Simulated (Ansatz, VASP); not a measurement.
**Mo in VASP and in Ansatz**

```
Mo
1.0
    -1.55922    1.57100    1.55922
     1.58278   -1.57100    1.58278
     1.55922    1.57100   -1.55922
Mo
1
Direct
  0.00000 0.00000 0.00000
```

Change from the starting cell: strain +0.0150 x Voigt [0, 0, 0, 0, 1, 0], atoms carried along.

Alike in both runs: task single point; functional PBE; k mesh 22 × 22 × 22; occupations gaussian, width 0.15 eV; no spin polarisation.

```csv
,VASP,Ansatz
version,VASP 6.6.1,Ansatz 0.2.0
potentials or method,"VASP PAW PBE potentials, release 64 (Mo_sv), cutoff 520 eV","scalar-relativistic, plane waves, PAW"
valence electrons in the cell,14,14
```

```csv
,VASP,Ansatz,Ansatz less VASP
gap on the k mesh at the Fermi level (eV),none,none,-
pressure (GPa),5.4,4.9,-0.58
"traceless stress, the component that is largest in VASP (GPa)",-1.58,-1.56,+0.012
```

A gap of «none» marks a metal or a gap that the smearing closes.
